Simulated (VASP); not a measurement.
# SiC (P6_3mc) in VASP: notebook, part 2 of 2

VASP 6.6.1.

### Step 3. Single point, PBE

This run uses another cell than the first one, of 10.01 Å³/atom, 1.008 times its volume.

INCAR reads:

```
SYSTEM = SiC
PREC = Accurate ; ENCUT = 520
EDIFF = 1E-7 ; ISMEAR = 0
SIGMA = 0.05 ; LREAL = .False.
LASPH = .True. ; NELM = 100
ALGO = Normal ; ISIF = 2
LWAVE = .False. ; LCHARG = .False.
GGA = PE ; NBANDS = 26
```

KPOINTS reads:

```
regular mesh
0
Gamma
  12 12 4
  0 0 0
```

POSCAR reads:

```
SiC
1.0
    3.0219000000      0.0000000000      0.0000000000
   -1.5109500000      2.6170421677      0.0000000000
    0.0000000000      0.0000000000     10.1291708101
Si C
4 4
Direct
    0.6666666667      0.3333333333      0.9378436843
    0.3333333333      0.6666666667      0.4378436843
    0.0000000000      0.0000000000      0.6878989045
    0.0000000000      0.0000000000      0.1878989045
    0.6666666667      0.3333333333      0.7498087506
    0.3333333333      0.6666666667      0.2498087506
    0.0000000000      0.0000000000      0.5004476606
    0.0000000000      0.0000000000      0.0004476606
```

Potentials or basis: VASP PAW PBE potentials, release 64 (Si, C).

On the command line:

```bash
> cat potpaw_PBE.64/Si/POTCAR potpaw_PBE.64/C/POTCAR > POTCAR
> mpirun -np 1 vasp_std > vasp.out
```

Wall time 66 s (1 thread of AMD EPYC 9R45 (Zen 5), shared host); peak memory 0.21 GiB.

It converged, with:

```
Free energy            : -60.0641 eV
Pressure               : 11.2 GPa
Largest force          : 0.269 eV/Å
Band gap on the k mesh : 2.11 eV, indirect (least direct gap 3.32 eV)
```

Forces in eV/Å, atoms in the order of the input:
```
Si   0.000  0.000 -0.248
Si   0.000  0.000 -0.248
Si   0.000  0.000 -0.262
Si   0.000  0.000 -0.262
C    0.000  0.000  0.269
C    0.000  0.000  0.269
C    0.000  0.000  0.242
C    0.000  0.000  0.242
```

Stress tensor (GPa, compression positive):
```
15.94  0.00  0.00
 0.00 15.94  0.00
 0.00  0.00  1.74
```

Levels at points of the mesh, in eV from the valence-band top:
```tsv
k point	band 14	band 15	band 16	band 17	band 18	band 19
(0.00, 0.00, 0.00)	-0.20	0.00	0.00	5.69	6.22	6.22
(0.50, 0.00, 0.00)	-2.38	-1.71	-1.20	2.11	2.43	4.37
(0.00, 0.00, 0.50)	-0.19	-0.19	-0.19	5.89	5.89	7.23
(0.50, 0.00, 0.50)	-2.62	-1.61	-1.61	2.66	2.66	4.21
```

### Step 4. Single point, PBE

This run uses another cell than the first one, of 10.05 Å³/atom, 1.011 times its volume.

INCAR reads:

```
ALGO     = Normal         # electronic algorithm
EDIFF    = 1E-6           # SCF threshold, eV
ENCUT    = 520            # plane-wave cutoff, eV
GGA      = PE             # functional
ISIF     = 2              # what is computed and relaxed
ISMEAR   = 0              # smearing method
LASPH    = T              # aspherical terms in the spheres
LCHARG   = F              # write CHGCAR
LREAL    = F              # projectors in reciprocal space
LWAVE    = F              # write WAVECAR
NBANDS   = 26             # bands
NELM     = 80             # most SCF steps
PREC     = Accurate       # precision mode
SIGMA    = 0.05           # smearing width, eV
```

KPOINTS reads:

```
k-points
0
Gamma
  12 12 4
```

POSCAR, as its differences from that of step 3:

```diff
@@ -2,5 +2,5 @@
 1.0
-    3.0219000000      0.0000000000      0.0000000000
-   -1.5109500000      2.6170421677      0.0000000000
-    0.0000000000      0.0000000000     10.1291708101
+    2.9497000000      0.0000000000      0.0000000000
+   -1.4748500000      2.5545151336      0.0000000000
+    0.0000000000      0.0000000000     10.6694000000
 Si C
```

On the command line:

```bash
> cat potpaw_PBE.64/Si/POTCAR potpaw_PBE.64/C/POTCAR > POTCAR
> mpirun -np 1 vasp_std > vasp.out
```

It took 64 s on 1 thread of AMD EPYC 9R45 (Zen 5), shared host; peak memory 0.21 GiB.

The run converged. Its results:

* Free energy: -59.1853 eV
* Pressure: 13.3 GPa
* Largest force: 0.752 eV/Å
* Band gap on the k mesh: 1.63 eV, indirect (least direct gap 3.05 eV)

Forces in eV/Å, atoms in the order of the input:
```
Si   0.000  0.000 -0.655
Si   0.000  0.000 -0.655
Si   0.000  0.000 -0.752
Si   0.000  0.000 -0.752
C    0.000  0.000  0.742
C    0.000  0.000  0.742
C    0.000  0.000  0.664
C    0.000  0.000  0.664
```

Stress tensor (GPa, compression positive):
```
 31.87   0.00   0.00
  0.00  31.87   0.00
  0.00   0.00 -23.82
```

Levels at points of the mesh, in eV from the valence-band top:
```
           k point  band 14  band 15  band 16  band 17  band 18  band 19
(0.00, 0.00, 0.00)    -0.38     0.00     0.00     4.08     6.71     6.92
(0.50, 0.00, 0.00)    -2.31    -2.06    -1.42     1.63     2.32     4.42
(0.00, 0.00, 0.50)    -0.13    -0.13    -0.13     5.70     5.70     6.86
(0.50, 0.00, 0.50)    -2.80    -1.72    -1.72     2.44     2.44     4.03
```

A k mesh can miss the band edges. As with any semilocal functional, this PBE gap is likely too small.

### Step 5. Single point, PBE

This run uses another cell than the first one, of 10.11 Å³/atom, 1.018 times its volume.

INCAR reads:

```
ALGO = Normal
EDIFF = 1E-7
ENCUT = 520
GGA = PE
ISIF = 2
ISMEAR = 0
LASPH = True
LCHARG = False
LREAL = False
LWAVE = False
NBANDS = 26
NELM = 80
PREC = Accurate
SIGMA = 0.05
```

KPOINTS is that of step 4.

POSCAR, as its differences from that of step 4:

```diff
@@ -2,5 +2,5 @@
 1.0
-    2.9497000000      0.0000000000      0.0000000000
-   -1.4748500000      2.5545151336      0.0000000000
-    0.0000000000      0.0000000000     10.6694000000
+    3.1663000000      0.0000000000      0.0000000000
+   -1.5831500000      2.7420962360      0.0000000000
+    0.0000000000      0.0000000000      9.3188000000
 Si C
```

On the command line:

```bash
> cat potpaw_PBE.64/Si/POTCAR potpaw_PBE.64/C/POTCAR > POTCAR
> mpirun -np 1 vasp_std > vasp.out
```

Run time: 75 s. Hardware: 1 thread of Intel Xeon Platinum 8488C (Sapphire Rapids), shared host; peak memory 0.23 GiB.

It converged, with:

```yaml
Free_energy: -58.9850 eV
Pressure: 12.0 GPa
Largest_force: 1.993 eV/Å
Band_gap_on_the_k_mesh: 1.58 eV, indirect (least direct gap 2.69 eV)
```

Forces in eV/Å, atoms in the order of the input:
```
Si   0.000  0.000  1.756
Si   0.000  0.000  1.756
Si   0.000  0.000  1.993
Si   0.000  0.000  1.993
C    0.000  0.000 -1.933
C    0.000  0.000 -1.933
C    0.000  0.000 -1.815
C    0.000  0.000 -1.815
```

Stress tensor (GPa, compression positive):
```
-10.64   0.00   0.00
  0.00 -10.64   0.00
  0.00   0.00  57.35
```

Levels at points of the mesh, in eV from the valence-band top:
| k point | band 12 | band 13 | band 14 | band 15 | band 16 | band 17 | band 18 | band 19 | band 20 | band 21 |
| --- | --- | --- | --- | --- | --- | --- | --- | --- | --- | --- |
| (0.00, 0.00, 0.00) | -1.20 | -1.20 | -0.35 | -0.35 | 0.00 | 3.49 | 4.31 | 5.26 | 5.72 | 6.02 |
| (0.50, 0.00, 0.00) | -2.97 | -2.87 | -1.93 | -1.45 | -1.11 | 1.58 | 2.16 | 3.74 | 5.24 | 5.64 |
| (0.00, 0.00, 0.50) | -1.18 | -0.66 | -0.66 | -0.66 | -0.66 | 3.78 | 3.78 | 5.71 | 5.71 | 6.19 |
| (0.50, 0.00, 0.50) | -3.62 | -2.55 | -2.55 | -1.77 | -1.77 | 2.02 | 2.02 | 4.34 | 4.34 | 6.41 |

Caveat: forces of over 1 eV/Å act on the atoms, so gaps and moduli don't describe the material at rest. A hybrid or GW would open this gap; PBE tends to underestimate it.

### Step 6. Single point, PBE

This run uses another cell than the first one, of 10.22 Å³/atom, 1.028 times its volume.

INCAR reads:

```
ALGO = Normal ; EDIFF = 1E-6
ENCUT = 520 ; GGA = PE
ISIF = 2 ; ISMEAR = 0
LASPH = True ; LCHARG = False
LREAL = False ; LWAVE = False
NBANDS = 26 ; NELM = 80
PREC = Accurate ; SIGMA = 0.05
```

KPOINTS is that of step 5.

POSCAR, as its differences from that of step 5:

```diff
@@ -2,5 +2,5 @@
 1.0
-    3.1663000000      0.0000000000      0.0000000000
-   -1.5831500000      2.7420962360      0.0000000000
-    0.0000000000      0.0000000000      9.3188000000
+    3.0940652517      0.0000000000      0.0000000000
+   -1.5470326258      2.6795391090      0.0000000000
+    0.0000000000      0.0000000000      9.8591000000
 Si C
```

Potentials or basis: VASP PAW PBE potentials, release 64 (Si, C).

On the command line:

```bash
> cat potpaw_PBE.64/Si/POTCAR potpaw_PBE.64/C/POTCAR > POTCAR
> mpirun -np 1 vasp_std > vasp.out
```

Wall time 77 s (1 thread of Intel Xeon Platinum 8488C (Sapphire Rapids), shared host); peak memory 0.24 GiB.

It converged, with:

* Free energy: -60.1358 eV
* Pressure: 6.2 GPa
* Largest force: 0.348 eV/Å
* Band gap on the k mesh: 2.20 eV, indirect (least direct gap 3.32 eV)

Forces in eV/Å, atoms in the order of the input:
```
Si   0.000  0.000  0.296
Si   0.000  0.000  0.296
Si   0.000  0.000  0.348
Si   0.000  0.000  0.348
C    0.000  0.000 -0.334
C    0.000  0.000 -0.334
C    0.000  0.000 -0.310
C    0.000  0.000 -0.310
```

Stress tensor (GPa, compression positive):
```
 0.93  0.00  0.00
 0.00  0.93  0.00
 0.00  0.00 16.72
```

Levels at points of the mesh, in eV from the valence-band top:
| k point | band 12 | band 13 | band 14 | band 15 | band 16 | band 17 | band 18 | band 19 | band 20 | band 21 |
| --- | --- | --- | --- | --- | --- | --- | --- | --- | --- | --- |
| (0.00, 0.00, 0.00) | -0.73 | -0.73 | -0.09 | -0.09 | 0.00 | 4.74 | 5.38 | 6.09 | 6.41 | 6.78 |
| (0.50, 0.00, 0.00) | -2.53 | -2.49 | -2.15 | -1.55 | -1.12 | 2.20 | 2.25 | 4.12 | 4.91 | 5.37 |
| (0.00, 0.00, 0.50) | -1.24 | -0.32 | -0.32 | -0.32 | -0.32 | 4.97 | 4.97 | 6.54 | 6.54 | 6.88 |
| (0.50, 0.00, 0.50) | -3.21 | -2.52 | -2.52 | -1.61 | -1.61 | 2.52 | 2.52 | 4.26 | 4.26 | 6.24 |

A k mesh can miss the band edges.

### Step 7. The runs side by side

```tsv
cell	gap on the mesh (eV)	pressure (GPa)	largest force (eV/Å)
a = 3.094, b = 3.094, c = 9.589 Å, angles 90.0, 90.0, 120.0°, 8 atoms	1.98	13.8	0.91
a = 3.022, b = 3.022, c = 10.129 Å, angles 90.0, 90.0, 120.0°, 8 atoms	2.11	11.2	0.27
a = 2.950, b = 2.950, c = 10.669 Å, angles 90.0, 90.0, 120.0°, 8 atoms	1.63	13.3	0.75
a = 3.166, b = 3.166, c = 9.319 Å, angles 90.0, 90.0, 120.0°, 8 atoms	1.58	12.0	1.99
a = 3.094, b = 3.094, c = 9.859 Å, angles 90.0, 90.0, 120.0°, 8 atoms	2.20	6.2	0.35
```

Alike in all rows: task single point; level PBE; potentials or basis VASP PAW PBE potentials, release 64 (Si, C); no spin polarisation; k mesh 12 × 12 × 4; cutoff (eV) 520; smearing gaussian 0.05 eV.

Caveats: forces of over 1 eV/Å act on the atoms, so gaps and moduli don't describe the material at rest (some runs).

Total energies depend on the potentials used, so only differences within one code and one set of settings carry meaning.
